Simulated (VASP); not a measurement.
# In3Sb (Pm-3m) in VASP: further runs, part 2 of 3

VASP 6.6.1. The steps go on from the part before.

## (4) Single point, PBEsol

Input file INCAR:

```
ALGO = Normal
EDIFF = 1E-6
ENCUT = 520
GGA = PS
ISIF = 2
ISMEAR = 0
LASPH = T
LCHARG = F
LREAL = F
LWAVE = F
NBANDS = 30
NELM = 60
PREC = Accurate
SIGMA = 0.1
```

Input file KPOINTS:

```
k-points
0
Gamma
  6 6 6
```

Input file POSCAR:

```
In3Sb
1.0
    4.8369620000      0.0000000000      0.0000000000
    0.0000000000      4.8369620000      0.0000000000
    0.0000000000      0.0000000000      4.8369620000
In Sb
3 1
Direct
    0.5000000000      0.5000000000      0.0000000000
    0.5000000000      0.0000000000      0.5000000000
    0.0000000000      0.5000000000      0.5000000000
    0.0000000000      0.0000000000      0.0000000000
```

Potentials or basis: VASP PAW PBE potentials, release 64 (In_d, Sb).

Command:

```console
$ cat potpaw_PBE.64/In_d/POTCAR potpaw_PBE.64/Sb/POTCAR > POTCAR
$ mpirun -np 1 vasp_std > vasp.out
```

OUTCAR:

```text
EDIFF = 1E-6
   ENCUT = 520
   GGA = PS
   ISIF = 2
   ISMEAR = 0
   LASPH = T
   LREAL = F
   NELM = 60
   PREC = Accurate

 ion  position               nearest neighbor table
   1  0.500  0.500  0.000-   2 3.42   3 3.42   4 3.42   2 3.42   3 3.42   2 3.42   4 3.42   2 3.42
                             3 3.42   4 3.42   3 3.42   4 3.42
   2  0.500  0.000  0.500-   1 3.42   3 3.42   4 3.42   1 3.42   4 3.42   1 3.42   3 3.42   1 3.42
                             3 3.42   4 3.42   4 3.42   3 3.42
   3  0.000  0.500  0.500-   1 3.42   2 3.42   4 3.42   1 3.42   4 3.42   2 3.42   4 3.42   4 3.42
                             1 3.42   2 3.42   1 3.42   2 3.42
   4  0.000  0.000  0.000-   1 3.42   2 3.42   3 3.42   2 3.42   3 3.42   1 3.42   3 3.42   3 3.42
                             1 3.42   2 3.42   2 3.42   1 3.42

  LATTYP: Found a simple cubic cell.
 ALAT       =     4.8369620000

  Lattice vectors:

 A1 = (   4.8369620000,   0.0000000000,   0.0000000000)
 A2 = (   0.0000000000,   4.8369620000,   0.0000000000)
 A3 = (   0.0000000000,   0.0000000000,   4.8369620000)

Analysis of symmetry for initial positions (statically):
=====================================================================
 Subroutine PRICEL returns:
 Original cell was already a primitive cell.

 Routine SETGRP: Setting up the symmetry group for a
 simple cubic supercell.

 Subroutine GETGRP returns: Found 48 space group operations
 (whereof 48 operations were pure point group operations)
 out of a pool of 48 trial point group operations.

The static configuration has the point symmetry O_h .

Analysis of symmetry for dynamics (positions and initial velocities):
=====================================================================
 Subroutine PRICEL returns:
 Original cell was already a primitive cell.

 Routine SETGRP: Setting up the symmetry group for a
 simple cubic supercell.

 Subroutine GETGRP returns: Found 48 space group operations
 (whereof 48 operations were pure point group operations)
 out of a pool of 48 trial point group operations.

The dynamic configuration has the point symmetry O_h .

 Subroutine INISYM returns: Found 48 space group operations
 (whereof 48 operations are pure point group operations),
 and found     1 'primitive' translations

----------------------------------------------------------------------------------------

                                     Primitive cell

  volume of cell :     113.1665

  direct lattice vectors                    reciprocal lattice vectors
     4.836962000  0.000000000  0.000000000     0.206741339  0.000000000  0.000000000
     0.000000000  4.836962000  0.000000000     0.000000000  0.206741339  0.000000000
     0.000000000  0.000000000  4.836962000     0.000000000  0.000000000  0.206741339

  length of vectors
     4.836962000  4.836962000  4.836962000     0.206741339  0.206741339  0.206741339

  position of ions in fractional coordinates (direct lattice)
     0.500000000  0.500000000  0.000000000
     0.500000000  0.000000000  0.500000000
     0.000000000  0.500000000  0.500000000
     0.000000000  0.000000000  0.000000000

  ion indices of the primitive-cell ions
   primitive index   ion index
                 1           1
                 2           2
                 3           3
                 4           4
[... 24 lines left out ...]

 Found     20 irreducible k-points:

 Following reciprocal coordinates:
            Coordinates               Weight
  0.000000  0.000000  0.000000      1.000000
  0.166667  0.000000  0.000000      6.000000
  0.333333  0.000000  0.000000      6.000000
  0.500000  0.000000  0.000000      3.000000
  0.166667  0.166667  0.000000     12.000000
  0.333333  0.166667  0.000000     24.000000
[... 12 lines left out ...]
  0.500000  0.500000  0.333333      6.000000
  0.500000  0.500000  0.500000      1.000000
   k-points           NKPTS =     20   k-points in BZ     NKDIM =     20   number of bands    NBANDS=     30
   number of dos      NEDOS =    301   number of ions     NIONS =      4
   total plane-waves  NPLWV =  46656
   dimension x,y,z NGX =    36 NGY =   36 NGZ =   36
   dimension x,y,z NGXF=    72 NGYF=   72 NGZF=   72
   ions per type =               3   1
   NGX,Y,Z   is equivalent  to a cutoff of  12.37, 12.37, 12.37 a.u.
   NGXF,Y,Z  is equivalent  to a cutoff of  24.75, 24.75, 24.75 a.u.
 SYSTEM =  unknown system
   PREC   = accura    normal or accurate (medium, high low for compatibility)
   ISTART =      0    job   : 0-new  1-cont  2-samecut
   ICHARG =      2    charge: 1-file 2-atom 10-const
   ISPIN  =      1    spin polarized calculation?
   LNONCOLLINEAR =      F non collinear calculations
   LSORBIT =      F    spin-orbit coupling
   LASPH  =      T    aspherical Exc in radial PAW
   ENCUT  =  520.0 eV  38.22 Ry    6.18 a.u.   8.99  8.99  8.99*2*pi/ulx,y,z
   NELM   =     60;   NELMIN=  2; NELMDL= -5     # of ELM steps
   EDIFF  = 0.1E-05   stopping-criterion for ELM
   LREAL  =      F    real-space projection
   EDIFFG = 0.1E-04   stopping-criterion for IOM
   NSW    =      0    number of steps for IOM
   IBRION =     -1    ionic relax: 0-MD 1-quasi-New 2-CG
   NFREE  =      0    steps in history (QN), initial steepest desc. (CG)
   ISIF   =      2    stress and relaxation
   ISYM   =      2    0-nonsym 1-usesym 2-fastsym
   POTIM  = 0.5000    time-step for ionic-motion
   TEBEG  =    0.0;   TEEND  =   0.0 temperature during run
   PSTRESS=    0.0 pullay stress
   NELECT =      44.0000    total number of electrons
   NUPDOWN=      -1.0000    fix difference up-down
   EMIN   =  10.00;   EMAX   =-10.00  energy-range for DOS
   EFERMI =   0.00;   METHOD = LEGACY
   ISMEAR =     0;   SIGMA  =   0.10  broadening in eV -4-tet -1-fermi 0-gaus
   EFERMI_NEDOS =   21; number of points for ismear=-14 and -15
   IALGO  =     38    algorithm
   IMIX   =      4    mixing-type and parameters
     AMIX     =   0.40;   BMIX     =  1.00
     AMIX_MAG =   1.60;   BMIX_MAG =  1.00
  volume/ion in A,a.u.               =      28.29       190.92
  Fermi-wavevector in a.u.,A,eV,Ry     =   1.194867  2.257972 19.425148  1.427708
  Thomas-Fermi vector in A             =   2.330847
   LORBIT       =      0    0 simple, 1 ext, 2 COOP (PROOUT), +10 PAW based schemes
   GGA     = PS    functional components
   LHFCALC =     F    Hartree Fock is set to
   AEXX    =    0.0000 exact exchange contribution
   IVDW    =     0    specifies the selected vdW correction
   LEPSILON=     F    determine dielectric tensor
   LRPA    =     F    only Hartree local field effects (RPA)
 non-spin polarized calculation
 Gauss-broadening in eV      SIGMA  =   0.10
  energy-cutoff  :      520.00
  volume of cell :      113.17
 maximum number of plane-waves:      3112
 NGX is ok and might be reduce to    36
   NGX = 17   NGY = 17   NGZ = 17

 number of electron      43.9999994 magnetization

 Free energy of the ion-electron system (eV)
  ---------------------------------------------------
  ext. energy  EPLUGINS =         0.00000000
  ---------------------------------------------------
  free energy    TOTEN  =       -13.37342352 eV

  energy without entropy =      -13.36288973  energy(sigma->0) =      -13.36815663

 E-fermi :   6.6523     XC(G=0): -10.0496

 val. band max:        6.6183776014   @ k =   0.5000   0.5000   0.0000
 cond. band min:       6.6992756909   @ k =   0.5000   0.1667   0.1667
 fundamental gap:      0.0808980894
 Fermi energy:         6.6522545626

 k-point     1 :       0.0000    0.0000    0.0000
  band No.  band energies     occupation
      1      -7.8075      2.00000
      2      -7.8049      2.00000
      3      -7.8049      2.00000
      4      -7.8049      2.00000
      5      -7.6737      2.00000
      6      -7.6737      2.00000
[... 649 lines left out ...]
     29      14.5470      0.00000
     30      14.5933      0.00000

------------------------ aborting loop because EDIFF is reached ----------------------------------------

  FORCE on cell =-STRESS in cart. coord.  units (eV):
  Direction    XX          YY          ZZ          XY          YZ          ZX
  --------------------------------------------------------------------------------------
  -------------------------------------------------------------------------------------
  Total       -1.8403179     -1.8403179     -1.8403179      0.0000000      0.0000000      0.0000000
  in kB      -26.0546594    -26.0546594    -26.0546594      0.0000000      0.0000000      0.0000000
  external PRESSURE =     -26.0546594 kB  Pullay stress =       0.0000000 kB

 VOLUME and BASIS-vectors are now :
 -----------------------------------------------------------------------------
  energy-cutoff  :      520.00
  volume of cell :      113.17
      direct lattice vectors                 reciprocal lattice vectors
     4.836962000  0.000000000  0.000000000     0.206741339  0.000000000  0.000000000
     0.000000000  4.836962000  0.000000000     0.000000000  0.206741339  0.000000000
     0.000000000  0.000000000  4.836962000     0.000000000  0.000000000  0.206741339

 POSITION                                       TOTAL-FORCE (eV/Angst)
 -----------------------------------------------------------------------------------
      2.41848      2.41848      0.00000         0.000000      0.000000      0.000000
      2.41848      0.00000      2.41848         0.000000      0.000000      0.000000
      0.00000      2.41848      2.41848         0.000000      0.000000      0.000000
      0.00000      0.00000      0.00000         0.000000      0.000000      0.000000
 -----------------------------------------------------------------------------------
    total drift:                                0.000000      0.000000      0.000000

  FREE ENERGIE OF THE ION-ELECTRON SYSTEM (eV)
  ---------------------------------------------------
  free  energy   TOTEN  =       -13.3734235201 eV

  energy  without entropy=      -13.3628897321  energy(sigma->0) =      -13.36815663
```

OSZICAR:

```text
N       E                     dE             d eps       ncg     rms          rms(c)
DAV:   1     0.387487301534E+03    0.38749E+03   -0.20115E+04  1200   0.177E+03
DAV:   2     0.227388441963E+02   -0.36475E+03   -0.35748E+03  1206   0.431E+02
DAV:   3    -0.120431271214E+02   -0.34782E+02   -0.34073E+02  1444   0.153E+02
DAV:   4    -0.134230843270E+02   -0.13800E+01   -0.13775E+01  1384   0.329E+01
DAV:   5    -0.135006302456E+02   -0.77546E-01   -0.77539E-01  1858   0.651E+00    0.367E+00
DAV:   6    -0.133900227399E+02    0.11061E+00   -0.27521E-01  1528   0.594E+00    0.198E+00
DAV:   7    -0.133757816107E+02    0.14241E-01   -0.52771E-02  1590   0.214E+00    0.580E-01
DAV:   8    -0.133737063778E+02    0.20752E-02   -0.30062E-03  1522   0.391E-01    0.217E-01
DAV:   9    -0.133734279912E+02    0.27839E-03   -0.59655E-04  1432   0.209E-01    0.526E-02
DAV:  10    -0.133734245830E+02    0.34082E-05   -0.51874E-05  1760   0.448E-02    0.162E-02
DAV:  11    -0.133734234679E+02    0.11151E-05   -0.12651E-05  1628   0.309E-02    0.740E-03
DAV:  12    -0.133734235201E+02   -0.52176E-07   -0.52360E-07   894   0.601E-03
   1 F= -.13373424E+02 E0= -.13368157E+02  d E =-.105338E-01
```

stdout:

```text
POSCAR found type information on POSCAR InSb
 POSCAR found :  2 types and       4 ions
 scaLAPACK will be used
 -----------------------------------------------------------------------------
|                                                                             |
|                                                                             |
|     You enforced a specific xc type in the INCAR file but a different       |
|     I HOPE YOU KNOW WHAT YOU ARE DOING!                                     |
|                                                                             |
 -----------------------------------------------------------------------------

 LDA part: xc-table for (Slater+PW92), standard interpolation
 POSCAR, INCAR and KPOINTS ok, starting setup
 FFT: planning ... GRIDC
 FFT: planning ... GRID_SOFT
 FFT: planning ... GRID
 WAVECAR not read
 entering main loop
```

Wall time 73 s (1 thread of Intel Xeon 8259CL, shared host); peak memory 0.23 GiB.

Results:

```
Free energy            : -13.3734 eV
Pressure               : -2.6 GPa
Band gap on the k mesh : zero (bands 22 and 23 overlap by 3.50 eV)
```

Levels at points of the mesh, in eV from the Fermi level:
```tsv
k point	band 18	band 19	band 20	band 21	band 22	band 23	band 24	band 25	band 26	band 27
(0.00, 0.00, 0.00)	-2.73	-2.73	-2.73	-2.28	-2.28	2.35	2.35	2.35	3.91	3.91
(0.50, 0.00, 0.00)	-3.83	-1.73	-1.45	-1.45	-0.11	-0.11	0.25	1.16	4.45	4.55
(0.50, 0.50, 0.00)	-5.81	-5.58	-0.50	-0.03	0.37	0.37	1.43	1.63	1.63	1.91
(0.50, 0.50, 0.50)	-4.32	-4.32	-3.85	-3.85	-3.85	-3.01	5.31	5.31	5.31	7.88
```

Caveat: the PAW data sets were made with another functional, which shifts forces and pressure a little; spin-orbit coupling is left out, which moves the levels of the heavy elements.

## (5) Single point, PBEsol

Input file INCAR:

```
SYSTEM = In3Sb
PREC = Accurate
ENCUT = 520
EDIFF = 1E-6
ISMEAR = 0
SIGMA = 0.1
LREAL = .False.
LASPH = .True.
NELM = 100
ALGO = Fast
ISIF = 2
LWAVE = .False.
LCHARG = .False.
GGA = PS
NBANDS = 30
```

Input file KPOINTS:

```
Automatic mesh
0
Gamma
  8 8 8
  0 0 0
```

POSCAR is that of step 4.

Potentials or basis: VASP PAW PBE potentials, release 64 (In_d, Sb).

Command:

```console
$ cat potpaw_PBE.64/In_d/POTCAR potpaw_PBE.64/Sb/POTCAR > POTCAR
$ mpirun -np 1 vasp_std > vasp.out
```

OUTCAR:

```text
SYSTEM = In3Sb
   PREC = Accurate
   ENCUT = 520
   EDIFF = 1E-6
   ISMEAR = 0
   LREAL = .False.
   LASPH = .True.
   NELM = 100
   ISIF = 2
   GGA = PS

 ion  position               nearest neighbor table
   1  0.500  0.500  0.000-   2 3.42   3 3.42   4 3.42   2 3.42   3 3.42   2 3.42   4 3.42   2 3.42
                             3 3.42   4 3.42   3 3.42   4 3.42
   2  0.500  0.000  0.500-   1 3.42   3 3.42   4 3.42   1 3.42   4 3.42   1 3.42   3 3.42   1 3.42
                             3 3.42   4 3.42   4 3.42   3 3.42
   3  0.000  0.500  0.500-   1 3.42   2 3.42   4 3.42   1 3.42   4 3.42   2 3.42   4 3.42   4 3.42
                             1 3.42   2 3.42   1 3.42   2 3.42
   4  0.000  0.000  0.000-   1 3.42   2 3.42   3 3.42   2 3.42   3 3.42   1 3.42   3 3.42   3 3.42
[... 998 lines left out ...]
  Total       -2.0272137     -2.0272137     -2.0272137      0.0000000     -0.0000000      0.0000000
  in kB      -28.7006728    -28.7006728    -28.7006728      0.0000000     -0.0000000      0.0000000
  external PRESSURE =     -28.7006728 kB  Pullay stress =       0.0000000 kB

 VOLUME and BASIS-vectors are now :
 -----------------------------------------------------------------------------
  energy-cutoff  :      520.00
  volume of cell :      113.17
      direct lattice vectors                 reciprocal lattice vectors
     4.836962000  0.000000000  0.000000000     0.206741339  0.000000000  0.000000000
     0.000000000  4.836962000  0.000000000     0.000000000  0.206741339  0.000000000
     0.000000000  0.000000000  4.836962000     0.000000000  0.000000000  0.206741339

 POSITION                                       TOTAL-FORCE (eV/Angst)
 -----------------------------------------------------------------------------------
      2.41848      2.41848      0.00000         0.000000      0.000000      0.000000
      2.41848      0.00000      2.41848         0.000000      0.000000      0.000000
      0.00000      2.41848      2.41848         0.000000      0.000000      0.000000
      0.00000      0.00000      0.00000         0.000000      0.000000      0.000000
 -----------------------------------------------------------------------------------
    total drift:                                0.000000      0.000000      0.000000

  FREE ENERGIE OF THE ION-ELECTRON SYSTEM (eV)
  ---------------------------------------------------
  free  energy   TOTEN  =       -13.3483818108 eV

  energy  without entropy=      -13.3317226239  energy(sigma->0) =      -13.34005222
```

OSZICAR:

```text
N       E                     dE             d eps       ncg     rms          rms(c)
DAV:   1     0.389853215393E+03    0.38985E+03   -0.20384E+04  2100   0.178E+03
DAV:   2     0.219792125327E+02   -0.36787E+03   -0.36083E+03  2106   0.431E+02
DAV:   3    -0.121168979998E+02   -0.34096E+02   -0.33486E+02  2550   0.152E+02
DAV:   4    -0.134102458849E+02   -0.12933E+01   -0.12918E+01  2458   0.322E+01
DAV:   5    -0.134816400955E+02   -0.71394E-01   -0.71390E-01  3246   0.626E+00    0.370E+00
RMM:   6    -0.133657813471E+02    0.11586E+00   -0.22118E-01  2311   0.472E+00    0.199E+00
RMM:   7    -0.133496403567E+02    0.16141E-01   -0.51283E-02  2624   0.180E+00    0.685E-01
RMM:   8    -0.133481170926E+02    0.15233E-02   -0.14191E-02  2756   0.967E-01    0.128E-01
RMM:   9    -0.133483098282E+02   -0.19274E-03   -0.33205E-03  3297   0.406E-01    0.116E-01
RMM:  10    -0.133483779886E+02   -0.68160E-04   -0.64195E-04  2813   0.253E-01    0.339E-02
RMM:  11    -0.133483630632E+02    0.14925E-04   -0.28679E-04  2709   0.146E-01    0.172E-02
RMM:  12    -0.133483802639E+02   -0.17201E-04   -0.18741E-04  3545   0.736E-02    0.106E-02
RMM:  13    -0.133483809010E+02   -0.63709E-06   -0.13431E-05  2547   0.223E-02    0.139E-02
RMM:  14    -0.133483818108E+02   -0.90985E-06   -0.48999E-06  1852   0.210E-02
   1 F= -.13348382E+02 E0= -.13340052E+02  d E =-.166592E-01
```

stdout:

```text
POSCAR found type information on POSCAR InSb
 POSCAR found :  2 types and       4 ions
 scaLAPACK will be used
 -----------------------------------------------------------------------------
|                                                                             |
|                                                                             |
|     You enforced a specific xc type in the INCAR file but a different       |
|     I HOPE YOU KNOW WHAT YOU ARE DOING!                                     |
|                                                                             |
 -----------------------------------------------------------------------------

 LDA part: xc-table for (Slater+PW92), standard interpolation
 POSCAR, INCAR and KPOINTS ok, starting setup
 FFT: planning ... GRIDC
 FFT: planning ... GRID_SOFT
 FFT: planning ... GRID
 WAVECAR not read
 entering main loop
WARNING in EDDRMM: call to ZHEGV failed, returncode =   8  4     27
```

Wall time 2.7 min (1 thread of Intel Xeon 8259CL, shared host); peak memory 0.27 GiB.

What came out:

```yaml
Free_energy: -13.3484 eV
Pressure: -2.9 GPa
Band_gap_on_the_k_mesh: zero (bands 22 and 23 overlap by 3.42 eV)
```

Caveat: the PAW data sets were made with another functional, which shifts forces and pressure a little; spin-orbit coupling is left out, which moves the levels of the heavy elements.

(Part 2 of 3 ends here.)
